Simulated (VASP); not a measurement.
# SnSe2 (P-3m1) in VASP: notebook, part 2 of 2

VASP 6.6.1. The steps go on from the part before.

**3. Single point, PBE**

This run uses another cell than the first one, of 24.70 Å³/atom, 1.021 times its volume.

The input, INCAR:

```
SYSTEM = SnSe2
PREC = Accurate ; ENCUT = 520
EDIFF = 1E-7 ; ISMEAR = 0
SIGMA = 0.01 ; LREAL = .False.
LASPH = .True. ; NELM = 80
ALGO = Normal ; ISIF = 2
LWAVE = .False. ; LCHARG = .False.
GGA = PE ; NBANDS = 20
```

The input, KPOINTS:

```
regular mesh
0
Gamma
  6 6 4
  0 0 0
```

The input, POSCAR:

```
SnSe2
1.0
    3.7594936861      0.0000000000      0.0000000000
   -1.8797468431      3.2558172212      0.0000000000
    0.0000000000      0.0000000000      6.0530709152
Sn Se
1 2
Direct
    0.0000000000      0.0000000000      0.0000000000
    0.3333333333      0.6666666667      0.2490000000
    0.6666666667      0.3333333333      0.7510000000
```

Potentials or basis: VASP PAW PBE potentials, release 64 (Sn_d, Se).

Run with:

```sh
$ cat potpaw_PBE.64/Sn_d/POTCAR potpaw_PBE.64/Se/POTCAR > POTCAR
$ mpirun -np 1 vasp_std > vasp.out
```

OUTCAR:

```text
SYSTEM = SnSe2
   PREC = Accurate
   ENCUT = 520
   EDIFF = 1E-7
   ISMEAR = 0
   LREAL = .False.
   LASPH = .True.
   NELM = 80
   ISIF = 2
   GGA = PE

 ion  position               nearest neighbor table
   1  0.000  0.000  0.000-   2 2.64   3 2.64   3 2.64   2 2.64   3 2.64   2 2.64
   2  0.333  0.667  0.249-   1 2.64   1 2.64   1 2.64
   3  0.667  0.333  0.751-   1 2.64   1 2.64   1 2.64

  LATTYP: Found a hexagonal cell.
 ALAT       =     3.7594936861
 C/A-ratio  =     1.6100760955

  Lattice vectors:

 A1 = (   3.7594936861,   0.0000000000,   0.0000000000)
 A2 = (  -1.8797468431,   3.2558172212,   0.0000000000)
 A3 = (   0.0000000000,   0.0000000000,   6.0530709152)

Analysis of symmetry for initial positions (statically):
=====================================================================
 Subroutine PRICEL returns:
 Original cell was already a primitive cell.

 Routine SETGRP: Setting up the symmetry group for a
 hexagonal supercell.

 Subroutine GETGRP returns: Found 12 space group operations
 (whereof 12 operations were pure point group operations)
 out of a pool of 24 trial point group operations.

The static configuration has the point symmetry D_3d.

Analysis of symmetry for dynamics (positions and initial velocities):
=====================================================================
 Subroutine PRICEL returns:
 Original cell was already a primitive cell.

 Routine SETGRP: Setting up the symmetry group for a
 hexagonal supercell.

 Subroutine GETGRP returns: Found 12 space group operations
 (whereof 12 operations were pure point group operations)
 out of a pool of 24 trial point group operations.

The dynamic configuration has the point symmetry D_3d.

 Subroutine INISYM returns: Found 12 space group operations
 (whereof 12 operations are pure point group operations),
 and found     1 'primitive' translations

----------------------------------------------------------------------------------------

                                     Primitive cell

  volume of cell :      74.0909

  direct lattice vectors                    reciprocal lattice vectors
     3.759493686  0.000000000  0.000000000     0.265993265  0.153571274  0.000000000
    -1.879746843  3.255817221  0.000000000     0.000000000  0.307142549  0.000000000
     0.000000000  0.000000000  6.053070915     0.000000000  0.000000000  0.165205400

  length of vectors
     3.759493686  3.759493845  6.053070915     0.307142562  0.307142549  0.165205400

  position of ions in fractional coordinates (direct lattice)
     0.000000000  0.000000000  0.000000000
     0.333333333  0.666666667  0.249000000
     0.666666667  0.333333333  0.751000000

  ion indices of the primitive-cell ions
   primitive index   ion index
                 1           1
                 2           2
                 3           3

----------------------------------------------------------------------------------------

 KPOINTS: regular mesh

Automatic generation of k-mesh.
 Grid dimensions read from file:
 generate k-points for:    6    6    4

 Generating k-lattice:

  Cartesian coordinates                     Fractional coordinates (reciprocal lattice)
     0.044332211  0.025595212  0.000000000     0.166666667  0.000000000  0.000000000
     0.000000000  0.051190425  0.000000000     0.000000000  0.166666667  0.000000000
     0.000000000  0.000000000  0.041301350     0.000000000  0.000000000  0.250000000

  Length of vectors
     0.051190427  0.051190425  0.041301350

  Shift w.r.t. Gamma in fractional coordinates (k-lattice)
     0.000000000  0.000000000  0.000000000

 Subroutine IBZKPT returns following result:
 ===========================================

 Found     24 irreducible k-points:

 Following reciprocal coordinates:
            Coordinates               Weight
  0.000000  0.000000  0.000000      1.000000
  0.166667  0.000000  0.000000      6.000000
  0.333333  0.000000  0.000000      6.000000
  0.500000 -0.000000  0.000000      3.000000
  0.166667  0.166667  0.000000      6.000000
  0.333333  0.166667  0.000000     12.000000
[... 16 lines left out ...]
  0.333333  0.166667  0.500000     12.000000
  0.333333  0.333333  0.500000      2.000000
   k-points           NKPTS =     24   k-points in BZ     NKDIM =     24   number of bands    NBANDS=     20
   number of dos      NEDOS =    301   number of ions     NIONS =      3
   total plane-waves  NPLWV =  37632
   dimension x,y,z NGX =    28 NGY =   28 NGZ =   48
   dimension x,y,z NGXF=    56 NGYF=   56 NGZF=   96
   ions per type =               1   2
   NGX,Y,Z   is equivalent  to a cutoff of  12.38, 12.38, 13.18 a.u.
   NGXF,Y,Z  is equivalent  to a cutoff of  24.76, 24.76, 26.37 a.u.
 SYSTEM =  SnSe2
   PREC   = accura    normal or accurate (medium, high low for compatibility)
   ISTART =      0    job   : 0-new  1-cont  2-samecut
   ICHARG =      2    charge: 1-file 2-atom 10-const
   ISPIN  =      1    spin polarized calculation?
   LNONCOLLINEAR =      F non collinear calculations
   LSORBIT =      F    spin-orbit coupling
   LASPH  =      T    aspherical Exc in radial PAW
   ENCUT  =  520.0 eV  38.22 Ry    6.18 a.u.   6.99  6.99 11.25*2*pi/ulx,y,z
   NELM   =     80;   NELMIN=  2; NELMDL= -5     # of ELM steps
   EDIFF  = 0.1E-06   stopping-criterion for ELM
   LREAL  =      F    real-space projection
   EDIFFG = 0.1E-05   stopping-criterion for IOM
   NSW    =      0    number of steps for IOM
   IBRION =     -1    ionic relax: 0-MD 1-quasi-New 2-CG
   NFREE  =      0    steps in history (QN), initial steepest desc. (CG)
   ISIF   =      2    stress and relaxation
   ISYM   =      2    0-nonsym 1-usesym 2-fastsym
   POTIM  = 0.5000    time-step for ionic-motion
   TEBEG  =    0.0;   TEEND  =   0.0 temperature during run
   PSTRESS=    0.0 pullay stress
   NELECT =      26.0000    total number of electrons
   NUPDOWN=      -1.0000    fix difference up-down
   EMIN   =  10.00;   EMAX   =-10.00  energy-range for DOS
   EFERMI =   0.00;   METHOD = LEGACY
   ISMEAR =     0;   SIGMA  =   0.01  broadening in eV -4-tet -1-fermi 0-gaus
   EFERMI_NEDOS =   21; number of points for ismear=-14 and -15
   IALGO  =     38    algorithm
   IMIX   =      4    mixing-type and parameters
     AMIX     =   0.40;   BMIX     =  1.00
     AMIX_MAG =   1.60;   BMIX_MAG =  1.00
  volume/ion in A,a.u.               =      24.70       166.66
  Fermi-wavevector in a.u.,A,eV,Ry     =   1.154722  2.182109 18.141786  1.333384
  Thomas-Fermi vector in A             =   2.291357
   LORBIT       =      0    0 simple, 1 ext, 2 COOP (PROOUT), +10 PAW based schemes
   GGA     = PE    functional components
   LHFCALC =     F    Hartree Fock is set to
   AEXX    =    0.0000 exact exchange contribution
   IVDW    =     0    specifies the selected vdW correction
   LEPSILON=     F    determine dielectric tensor
   LRPA    =     F    only Hartree local field effects (RPA)
 non-spin polarized calculation
 Gauss-broadening in eV      SIGMA  =   0.01
  energy-cutoff  :      520.00
  volume of cell :       74.09
 maximum number of plane-waves:      2016
   NGX = 13   NGY = 13   NGZ = 23

 number of electron      25.9999996 magnetization

 Free energy of the ion-electron system (eV)
  ---------------------------------------------------
  ext. energy  EPLUGINS =         0.00000000
  ---------------------------------------------------
  free energy    TOTEN  =       -11.59354260 eV

  energy without entropy =      -11.59354260  energy(sigma->0) =      -11.59354260

 E-fermi :   4.7386     XC(G=0):  -9.6393

 val. band max:        4.6331702890   @ k =   0.0000   0.0000   0.0000
 cond. band min:       5.4784102645   @ k =   0.5000  -0.0000   0.2500
 fundamental gap:      0.8452399754
 Fermi energy:         4.7386107530

 k-point     1 :       0.0000    0.0000    0.0000
  band No.  band energies     occupation
      1     -16.7092      2.00000
      2     -16.7092      2.00000
      3     -16.6627      2.00000
      4     -16.6444      2.00000
      5     -16.6444      2.00000
      6      -9.6942      2.00000
[... 12 lines left out ...]
     19      13.6002      0.00000
     20      13.6002      0.00000
[... 507 lines left out ...]
 k-point    24 :       0.3333    0.3333    0.5000
  band No.  band energies     occupation
      1     -16.7364      2.00000
      2     -16.7364      2.00000
      3     -16.6404      2.00000
      4     -16.6404      2.00000
      5     -16.6229      2.00000
      6      -7.3450      2.00000
[... 12 lines left out ...]
     19      13.6277      0.00000
     20      13.7610      0.00000

------------------------ aborting loop because EDIFF is reached ----------------------------------------

  FORCE on cell =-STRESS in cart. coord.  units (eV):
  Direction    XX          YY          ZZ          XY          YZ          ZX
  --------------------------------------------------------------------------------------
  -------------------------------------------------------------------------------------
  Total        4.1352396      4.1352400      4.6991232     -0.0000000      0.0000000      0.0000000
  in kB       89.4223582     89.4223682    101.6160425     -0.0000000      0.0000000      0.0000000
  external PRESSURE =      93.4869230 kB  Pullay stress =       0.0000000 kB

 VOLUME and BASIS-vectors are now :
 -----------------------------------------------------------------------------
  energy-cutoff  :      520.00
  volume of cell :       74.09
      direct lattice vectors                 reciprocal lattice vectors
     3.759493686  0.000000000  0.000000000     0.265993265  0.153571274  0.000000000
    -1.879746843  3.255817221  0.000000000     0.000000000  0.307142549  0.000000000
     0.000000000  0.000000000  6.053070915     0.000000000  0.000000000  0.165205400

 POSITION                                       TOTAL-FORCE (eV/Angst)
 -----------------------------------------------------------------------------------
      0.00000      0.00000      0.00000         0.000000      0.000000     -0.000000
     -0.00000      2.17054      1.50721         0.000000     -0.000000      1.237249
      1.87975      1.08527      4.54586        -0.000000      0.000000     -1.237249
 -----------------------------------------------------------------------------------
    total drift:                                0.000000      0.000000     -0.000000

  FREE ENERGIE OF THE ION-ELECTRON SYSTEM (eV)
  ---------------------------------------------------
  free  energy   TOTEN  =       -11.5935426040 eV

  energy  without entropy=      -11.5935426040  energy(sigma->0) =      -11.59354260
```

Run time: 17 s. Hardware: 1 thread of AMD EPYC 9R45 (Zen 5), shared host; peak memory 0.17 GiB.

Results:

```yaml
Free_energy: -11.5935 eV
Pressure: 9.3 GPa
Largest_force: 1.237 eV/Å
Band_gap_on_the_k_mesh: 0.85 eV, indirect (least direct gap 1.28 eV)
```

Forces on the atoms (eV/Å):
```
Sn   0.000  0.000  0.000
Se   0.000  0.000  1.237
Se   0.000  0.000 -1.237
```

Levels at points of the mesh, in eV from the valence-band top:
```csv
k point,band 11,band 12,band 13,band 14,band 15,band 16
"(0.00, 0.00, 0.00)",-0.43,-0.43,0.00,1.28,2.95,4.71
"(0.50, 0.00, 0.00)",-2.85,-1.30,-0.33,1.19,3.82,5.40
"(0.00, 0.00, 0.50)",-0.85,-0.26,-0.26,2.63,2.97,4.41
"(0.50, 0.00, 0.50)",-2.08,-0.91,-0.75,0.93,4.27,4.83
```

Caveat: spin-orbit coupling is left out, which moves the levels of the heavy elements; this functional lacks dispersion, which binds the layers, so the pressure and a relaxed spacing across them are unreliable; forces of over 1 eV/Å act on the atoms, so gaps and moduli don't describe the material at rest. A k mesh can miss the band edges.

**4. Single point, PBE**

This run uses another cell than the first one, of 25.21 Å³/atom, 1.043 times its volume.

The input, INCAR:

```
SYSTEM = SnSe2
  PREC = Accurate
  ENCUT = 520
  EDIFF = 1E-7
  ISMEAR = 0
  SIGMA = 0.01
  LREAL = .FALSE.
  LASPH = .TRUE.
  NELM = 60
  ALGO = Normal
  ISIF = 2
  LWAVE = .FALSE.
  LCHARG = .TRUE.
  GGA = PE
  LELF = .TRUE.
  LVHAR = .TRUE.
  NBANDS = 20
```

The input, KPOINTS:

```
Automatic mesh
0
G
  6 6 4
  0 0 0
```

The input, POSCAR:

```
SnSe2
1.0
    3.7854220481      0.0000000000      0.0000000000
   -1.8927110241      3.2782718426      0.0000000000
    0.0000000000      0.0000000000      6.0948175511
Sn Se
1 2
Direct
    0.0000000000      0.0000000000      0.0000000000
    0.3333333333      0.6666666667      0.2490000000
    0.6666666667      0.3333333333      0.7510000000
```

Run with:

```sh
$ cat potpaw_PBE.64/Sn_d/POTCAR potpaw_PBE.64/Se/POTCAR > POTCAR
$ mpirun -np 1 vasp_std > vasp.out
```

It took 18 s on 1 thread of AMD EPYC 9R45 (Zen 5), shared host; peak memory 0.17 GiB.

It converged, with:

```
Free energy            : -11.6743 eV
Pressure               : 7.4 GPa
Largest force          : 1.008 eV/Å
Band gap on the k mesh : 0.83 eV, indirect (least direct gap 1.18 eV)
```

Forces on the atoms (eV/Å):
```
Sn   0.000  0.000  0.000
Se   0.000  0.000  1.008
Se   0.000  0.000 -1.008
```

Stress tensor (GPa, compression positive):
```
6.97 0.00 0.00
0.00 6.97 0.00
0.00 0.00 8.27
```

Levels at points of the mesh, in eV from the valence-band top:
```tsv
k point	band 9	band 10	band 11	band 12	band 13	band 14	band 15	band 16	band 17	band 18
(0.00, 0.00, 0.00)	-0.73	-0.73	-0.41	-0.41	0.00	1.18	2.95	4.67	4.67	8.15
(0.50, 0.00, 0.00)	-4.60	-2.99	-2.76	-1.24	-0.32	1.17	3.81	5.43	5.53	7.38
(0.00, 0.00, 0.50)	-2.12	-0.82	-0.82	-0.25	-0.25	2.54	2.94	4.39	4.39	8.21
(0.50, 0.00, 0.50)	-5.06	-2.59	-2.03	-0.87	-0.72	0.90	4.27	4.84	5.80	6.44
```

Caveat: spin-orbit coupling is left out, which moves the levels of the heavy elements; this functional lacks dispersion, which binds the layers, so the pressure and a relaxed spacing across them are unreliable; forces of over 1 eV/Å act on the atoms, so gaps and moduli don't describe the material at rest.

**5. Summary**

```tsv
cell	gap on the mesh (eV)	pressure (GPa)	largest force (eV/Å)
a = 3.733, b = 3.733, c = 6.011 Å, angles 90.0, 90.0, 120.0°, 3 atoms	0.86	11.5	1.49
a = 3.759, b = 3.759, c = 6.053 Å, angles 90.0, 90.0, 120.0°, 3 atoms	0.85	9.3	1.24
a = 3.785, b = 3.785, c = 6.095 Å, angles 90.0, 90.0, 120.0°, 3 atoms	0.83	7.4	1.01
```

Alike in all rows: task single point; level PBE; potentials or basis VASP PAW PBE potentials, release 64 (Sn_d, Se); no spin polarisation; k mesh 6 × 6 × 4; cutoff (eV) 520; smearing gaussian 0.01 eV.

Caveats: spin-orbit coupling is left out, which moves the levels of the heavy elements; this functional lacks dispersion, which binds the layers, so the pressure and a relaxed spacing across them are unreliable; forces of over 1 eV/Å act on the atoms, so gaps and moduli don't describe the material at rest.

Total energies depend on the potentials used, so only differences within one code and one set of settings carry meaning.
